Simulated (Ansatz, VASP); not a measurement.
Two plane-wave programs on Pd

Contents of POSCAR:

```
Pd
1.0
   -1.5417549624      1.5417549624      1.5417549624
    1.5417549624     -1.5417549624      1.5417549624
    1.5417549624      1.5417549624     -1.5417549624
Pd
1
Direct
    0.0000000000      0.0000000000      0.0000000000
```

INCAR.step1

```
SYSTEM = Pd
ALGO     = Normal         ! electronic algorithm
EDIFF    = 1E-5           ! SCF threshold, eV
ENCUT    = 550            ! plane-wave cutoff, eV
GGA      = PE             ! functional
GGA_COMPAT= .FALSE.      
ISMEAR   = 0              ! smearing method
LASPH    = .TRUE.         ! aspherical terms in the spheres
LCHARG   = .FALSE.        ! write CHGCAR
LREAL    = .FALSE.        ! projectors in reciprocal space
LWAVE    = .TRUE.         ! write WAVECAR
NBANDS   = 11             ! bands
NELM     = 120            ! most SCF steps
PREC     = Accurate       ! precision mode
SIGMA    = 0.1            ! smearing width, eV
```

INCAR.step2

```
SYSTEM = Pd
ALGO     = Normal         ! electronic algorithm
EDIFF    = 1E-6           ! SCF threshold, eV
ENCUT    = 550            ! plane-wave cutoff, eV
GGA_COMPAT= .FALSE.      
ISIF     = 2              ! what is computed and relaxed
ISMEAR   = 0              ! smearing method
ISTART   = 1            
LASPH    = .TRUE.         ! aspherical terms in the spheres
LCHARG   = .FALSE.        ! write CHGCAR
LMIXTAU  = .TRUE.       
LREAL    = .FALSE.        ! projectors in reciprocal space
LWAVE    = .FALSE.        ! write WAVECAR
METAGGA  = R2SCAN         ! meta-GGA
NBANDS   = 11             ! bands
NELM     = 120            ! most SCF steps
PREC     = Accurate       ! precision mode
SIGMA    = 0.1            ! smearing width, eV
```

The input KPOINTS:

```
k-points
0
G
  18 18 18
  0 0 0
```

Input for Ansatz:

```yaml
crystal:
  lattice:
    - [-1.5417549624, 1.5417549624, 1.5417549624]
    - [1.5417549624, -1.5417549624, 1.5417549624]
    - [1.5417549624, 1.5417549624, -1.5417549624]
  atoms:
    - { symbol: Pd, position: [0.0, 0.0, 0.0] }
basis:
  ecutwfc: 500
kpoints:
  mp_grid: { grid: [18, 18, 18] }
hamiltonian:
  xc: r2scan
  pseudopotentials: { kind: paw, azcp: { folder: soft_1 } }
scf:
  occupations: { method: gaussian, width: 0.1 }
output:
  forces: true
  stress: true
  eigenvalues: true
```

Alike in both runs: task single point; functional r2SCAN; k mesh 18 × 18 × 18; occupations gaussian, width 0.1 eV; no spin polarisation.

|  | VASP | Ansatz |
| --- | --- | --- |
| version | VASP 6.6.1 | Ansatz 0.2.0 |
| potentials or method | VASP PAW PBE potentials, release 64 (Pd), cutoff 550 eV | scalar-relativistic, plane waves, PAW |
| valence electrons in the cell | 10 | 18 |

```csv
,VASP,Ansatz,Ansatz less VASP
gap on the k mesh at the Fermi level (eV),none,none,-
pressure (GPa),5.5,5.3,-0.23
```

VASP's potentials were made for PBE, not for r2SCAN. A gap of «none» marks a metal or a gap that the smearing closes. VASP's potentials hold 10 valence electrons a cell and Ansatz's 18, so a difference there can come from the potentials and not from the codes.
